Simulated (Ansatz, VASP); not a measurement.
FeCoC4N4: VASP beside Ansatz

```xyz
10
Lattice="5.9086 0.0000 0.0000 0.0000 5.9086 0.0000 0.0000 0.0000 5.9086" Properties=species:S:1:pos:R:3 pbc="T T T"
Fe    2.9543    2.9543    2.9543
Co    0.0000    0.0000    0.0000
C     1.1068    1.1068    1.1068
C     1.1068    4.8018    4.8018
C     4.8018    1.1068    4.8018
C     4.8018    4.8018    1.1068
N     1.7823    1.7823    1.7823
N     1.7823    4.1263    4.1263
N     4.1263    1.7823    4.1263
N     4.1263    4.1263    1.7823
```

Alike in both runs: task single point; functional PBE; k mesh 4 × 4 × 4; occupations gaussian, width 0.1 eV; collinear spin.

|  | VASP | Ansatz |
| --- | --- | --- |
| version | VASP 6.6.1 | Ansatz 0.2.0 |
| potentials or method | VASP PAW PBE potentials, release 64 (Fe, Co, C, N), cutoff 520 eV | scalar-relativistic, plane waves, PAW |
| valence electrons in the cell | 53 | 69 |

Ansatz gave:

```
gap on the k mesh at the Fermi level (eV)                     : none
pressure (GPa)                                                : -1.3
rms of the force components (eV/Å)                            : 0.397
net moment per atom (μB)                                      : 0.70
size of the moment on the site where the two differ most (μB) : 1.95
```

Task: What did VASP give for the same quantities?

Result: gap on the k mesh at the Fermi level (eV): none; pressure (GPa): -0.9; rms of the force components (eV/Å): 0.503; net moment per atom (μB): 0.10; size of the moment on the site where the two differ most (μB): 2.10.

The net moments are unlike, so the other rows may belong to different states. Site moments also hang on the region over which each program counts them. Atom by atom the forces differ by 0.138 eV/Å (rms over components). A gap of «none» marks a metal or a gap that the smearing closes. VASP's potentials hold 53 valence electrons a cell and Ansatz's 69, so a difference there can come from the potentials and not from the codes.

Noted on VASP's run: the standard files for N, O and F lose accuracy on very short bonds.
